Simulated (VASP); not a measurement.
# TaPAu3 (Pm-3m) in VASP: a series of runs, part 2 of 2

VASP 6.6.1. The steps go on from the part before.

## 3. Single point, PBE

This run uses another cell than the first one, of 19.82 Å³/atom.

INCAR

```
SYSTEM = TaPAu3
PREC = Accurate ; ENCUT = 520
EDIFF = 1E-6 ; ISMEAR = 0
SIGMA = 0.1 ; LREAL = .False.
LASPH = .True. ; NELM = 100
ALGO = Normal ; ISIF = 2
LWAVE = .False. ; LCHARG = .False.
GGA = PE ; NBANDS = 32
```

KPOINTS

```
Automatic mesh
0
Gamma
  4 4 4
  0 0 0
```

POSCAR

```
TaPAu3
1.0
    4.6273479874      0.0000000000      0.0000000000
    0.0000000000      4.6273479874      0.0000000000
    0.0000000000      0.0000000000      4.6273479874
Ta P Au
1 1 3
Direct
    0.0000000000      0.0000000000      0.0000000000
    0.5000000000      0.5000000000      0.5000000000
    0.0000000000      0.5000000000      0.5000000000
    0.5000000000      0.0000000000      0.5000000000
    0.5000000000      0.5000000000      0.0000000000
```

Potentials or basis: VASP PAW PBE potentials, release 64 (Ta_pv, P, Au).

Started as:

```console
$ cat potpaw_PBE.64/Ta_pv/POTCAR potpaw_PBE.64/P/POTCAR potpaw_PBE.64/Au/POTCAR > POTCAR
$ mpirun -np 1 vasp_std > vasp.out
```

It took 26 s on 1 thread of Intel Xeon Platinum 8488C (Sapphire Rapids), shared host; peak memory 0.21 GiB.

Results (log left out):

| Property | Result |
| --- | --- |
| Free energy | -22.9340 eV |
| Pressure | -0.1 GPa |
| Band gap on the k mesh | zero (an odd number of electrons rules out a gap without spin polarisation) |

Levels at points of the mesh, in eV from the Fermi level:
```csv
k point,band 20,band 21,band 22,band 23,band 24,band 25,band 26,band 27,band 28,band 29
"(0.00, 0.00, 0.00)",-3.55,-3.55,-3.31,-0.87,-0.87,1.18,1.22,1.22,1.22,2.62
"(0.50, 0.00, 0.00)",-3.55,-1.98,-1.98,-0.16,0.10,0.14,0.14,0.28,0.35,1.13
"(0.50, 0.50, 0.00)",-2.77,-2.77,-2.72,-1.48,-0.59,-0.16,-0.16,0.66,1.14,2.91
"(0.50, 0.50, 0.50)",-2.24,-2.24,-2.24,-1.23,-1.23,-1.23,1.12,1.12,2.01,2.02
```

Caveat: spin-orbit coupling is left out, which moves the levels of the heavy elements.

## 4. Single point, PBE

This run uses another cell than the first one, of 19.82 Å³/atom.

INCAR

```
SYSTEM = TaPAu3
PREC = Accurate
ENCUT = 520
EDIFF = 1E-6
ISMEAR = 0
SIGMA = 0.1
LREAL = .FALSE.
LASPH = .TRUE.
NELM = 100
ALGO = Normal
ISIF = 2
LWAVE = .FALSE.
LCHARG = .FALSE.
GGA = PE
NBANDS = 32
```

KPOINTS

```
regular mesh
0
G
  8 8 8
  0 0 0
```

POSCAR is that of step 3.

Started as:

```console
$ cat potpaw_PBE.64/Ta_pv/POTCAR potpaw_PBE.64/P/POTCAR potpaw_PBE.64/Au/POTCAR > POTCAR
$ mpirun -np 1 vasp_std > vasp.out
```

It took 69 s on 1 thread of Intel Xeon Platinum 8488C (Sapphire Rapids), shared host; peak memory 0.26 GiB.

It converged, with:

```
Free energy            : -22.7516 eV
Pressure               : -0.2 GPa
Band gap on the k mesh : zero (an odd number of electrons rules out a gap without spin polarisation)
```

Levels at points of the mesh, in eV from the Fermi level:
```tsv
k point	band 23	band 24	band 25	band 26	band 27	band 28
(0.00, 0.00, 0.00)	-0.97	-0.97	1.03	1.18	1.18	1.18
(0.50, 0.00, 0.00)	-0.21	-0.04	0.07	0.07	0.18	0.23
(0.50, 0.50, 0.00)	-1.62	-0.79	-0.21	-0.21	0.63	1.09
(0.50, 0.50, 0.50)	-1.35	-1.35	-1.35	1.09	1.09	1.94
```

Caveat: spin-orbit coupling is left out, which moves the levels of the heavy elements.

## 5. Relaxation of cell and atoms, PBE

INCAR

```
ALGO     = Normal         # electronic algorithm
EDIFF    = 1E-6           # SCF threshold, eV
EDIFFG   = -0.04          # ionic threshold
ENCUT    = 600            # plane-wave cutoff, eV
GGA      = PE             # functional
IBRION   = 2              # ionic algorithm
ISIF     = 3              # what is computed and relaxed
ISMEAR   = 0              # smearing method
LASPH    = True           # aspherical terms in the spheres
LCHARG   = False          # write CHGCAR
LREAL    = False          # projectors in reciprocal space
LWAVE    = False          # write WAVECAR
NELM     = 80             # most SCF steps
NSW      = 90             # ionic steps
PREC     = Accurate       # precision mode
SIGMA    = 0.1            # smearing width, eV
```

KPOINTS

```
k-points
0
Gamma
  4 4 4
```

Edit POSCAR of step 4 so:

```diff
@@ -2,5 +2,5 @@
 1.0
-    4.6273479874      0.0000000000      0.0000000000
-    0.0000000000      4.6273479874      0.0000000000
-    0.0000000000      0.0000000000      4.6273479874
+    4.3884184724      0.0000000000      0.0000000000
+    0.0000000000      4.3884184724      0.0000000000
+    0.0000000000      0.0000000000      4.3884184724
 Ta P Au
```

Started as:

```console
$ cat potpaw_PBE.64/Ta_pv/POTCAR potpaw_PBE.64/P/POTCAR potpaw_PBE.64/Au/POTCAR > POTCAR
$ mpirun -np 1 vasp_std > vasp.out
```

Run time: 1.7 min. Hardware: 1 thread of Intel Xeon Platinum 8488C (Sapphire Rapids), shared host; peak memory 0.22 GiB.

The run converged. Its results:

* Free energy: -22.9293 eV
* Relaxed volume: 19.79 Å³/atom
* Relaxed cell: a = 4.626 Å, b = 4.626 Å, c = 4.626 Å, α = 90.00°, β = 90.00°, γ = 90.00°
* Space group after relaxing (to 0.1 Å): Pm-3m (No. 221)
* Energy gained by relaxing: 226.1 meV/atom
* Ionic steps: 5
* Pressure after relaxing: 0.0 GPa
* Band gap on the k mesh: zero (an odd number of electrons rules out a gap without spin polarisation)

The path:
```tsv
step	energy change (eV)	largest force (eV/Å)	pressure (GPa)	volume (Å³)
1	0.0000	0.0000	29.41	84.51
2	0.7352	0.0000	-15.05	128.43
3	-1.1257	0.0000	-1.37	100.14
4	-1.1304	0.0000	-0.34	99.28
5	-1.1307	0.0000	0.03	98.97
```

Final structure:
```
CELL_PARAMETERS angstrom
4.62553 0.00000 0.00000
0.00000 4.62553 0.00000
0.00000 0.00000 4.62553
ATOMIC_POSITIONS crystal
Ta 0.00000 0.00000 0.00000
P 0.50000 0.50000 0.50000
Au 0.00000 0.50000 0.50000
Au 0.50000 0.00000 0.50000
Au 0.50000 0.50000 0.00000
```

Levels at points of the mesh, in eV from the Fermi level:
```csv
k point,band 20,band 21,band 22,band 23,band 24,band 25,band 26,band 27,band 28,band 29
"(0.00, 0.00, 0.00)",-3.55,-3.55,-3.31,-0.87,-0.87,1.19,1.22,1.22,1.22,2.63
"(0.50, 0.00, 0.00)",-3.55,-1.98,-1.98,-0.16,0.10,0.14,0.14,0.28,0.36,1.13
"(0.50, 0.50, 0.00)",-2.77,-2.77,-2.73,-1.48,-0.59,-0.16,-0.16,0.66,1.14,2.92
"(0.50, 0.50, 0.50)",-2.24,-2.24,-2.24,-1.24,-1.24,-1.24,1.12,1.12,2.03,2.03
```

Caveat: the volume moved by over 15 % at a fixed basis, so the end points are rough; spin-orbit coupling is left out, which moves the levels of the heavy elements.

## 6. Relaxation of cell and atoms, PBE

This run uses another cell than the first one, of 19.82 Å³/atom.

INCAR

```
SYSTEM = TaPAu3
PREC = Accurate
ENCUT = 600
EDIFF = 1E-7
ISMEAR = 0
SIGMA = 0.1
LREAL = .FALSE.
LASPH = .TRUE.
NELM = 60
ALGO = Normal
ISIF = 3
LWAVE = .FALSE.
LCHARG = .FALSE.
GGA = PE
IBRION = 2
NSW = 100
EDIFFG = -0.01
```

KPOINTS

```
regular mesh
0
G
  8 8 8
  0 0 0
```

Edit POSCAR of step 5 so:

```diff
@@ -2,5 +2,5 @@
 1.0
-    4.3884184724      0.0000000000      0.0000000000
-    0.0000000000      4.3884184724      0.0000000000
-    0.0000000000      0.0000000000      4.3884184724
+    4.6273479874      0.0000000000      0.0000000000
+    0.0000000000      4.6273479874      0.0000000000
+    0.0000000000      0.0000000000      4.6273479874
 Ta P Au
```

Potentials or basis: VASP PAW PBE potentials, release 64 (Ta_pv, P, Au).

Started as:

```console
$ cat potpaw_PBE.64/Ta_pv/POTCAR potpaw_PBE.64/P/POTCAR potpaw_PBE.64/Au/POTCAR > POTCAR
$ mpirun -np 1 vasp_std > vasp.out
```

Run time: 2.9 min. Hardware: 1 thread of Intel Xeon Platinum 8488C (Sapphire Rapids), shared host; peak memory 0.33 GiB.

It converged, with:

```
Free energy                           : -22.7518 eV
Relaxed volume                        : 19.80 Å³/atom
Relaxed cell                          : a = 4.626 Å, b = 4.626 Å, c = 4.626 Å, α = 90.00°, β = 90.00°, γ = 90.00°
Space group after relaxing (to 0.1 Å) : Pm-3m (No. 221)
Energy gained by relaxing             : 0.0 meV/atom
Ionic steps                           : 3
Pressure after relaxing               : 0.0 GPa
Band gap on the k mesh                : zero (an odd number of electrons rules out a gap without spin polarisation)
```

Final structure:
```xyz
5
Lattice="4.6260 0.0000 0.0000 0.0000 4.6260 0.0000 0.0000 0.0000 4.6260" Properties=species:S:1:pos:R:3 pbc="T T T"
Ta    0.0000    0.0000    0.0000
P     2.3130    2.3130    2.3130
Au    0.0000    2.3130    2.3130
Au    2.3130    0.0000    2.3130
Au    2.3130    2.3130    0.0000
```

Levels at points of the mesh, in eV from the Fermi level:
```tsv
k point	band 22	band 23	band 24	band 25	band 26	band 27	band 28	band 29
(0.00, 0.00, 0.00)	-3.45	-0.97	-0.97	1.03	1.18	1.18	1.18	2.55
(0.50, 0.00, 0.00)	-2.15	-0.21	-0.04	0.07	0.07	0.18	0.23	1.09
(0.50, 0.50, 0.00)	-2.82	-1.62	-0.78	-0.21	-0.21	0.63	1.09	2.85
(0.50, 0.50, 0.50)	-2.37	-1.35	-1.35	-1.35	1.09	1.09	1.94	1.96
```

Caveat: spin-orbit coupling is left out, which moves the levels of the heavy elements.

## 7. The runs side by side

```tsv
task	cell	k mesh	cutoff (eV)	gap on the mesh (eV)	pressure (GPa)	relaxed volume (Å³/atom)
single point	a = 4.388 Å, 5 atoms	4 × 4 × 4	520	none	29.3	-
single point	a = 4.627 Å, 5 atoms	4 × 4 × 4	520	none	-0.1	-
single point	a = 4.627 Å, 5 atoms	8 × 8 × 8	520	none	-0.2	-
relaxation of cell and atoms	relaxed from a = 4.388 Å, 5 atoms	4 × 4 × 4	600	none	0.0	19.79
relaxation of cell and atoms	relaxed from a = 4.627 Å, 5 atoms	8 × 8 × 8	600	none	0.0	19.80
```

Alike in all rows: level PBE; potentials or basis VASP PAW PBE potentials, release 64 (Ta_pv, P, Au); no spin polarisation; smearing gaussian 0.1 eV.

Caveats: spin-orbit coupling is left out, which moves the levels of the heavy elements; the cell stands under pressure (at least some runs); the volume moved by over 15 % at a fixed basis, so the end points are rough (at least some runs).

Total energies depend on the potentials used, so only differences within one code and one set of settings carry meaning.
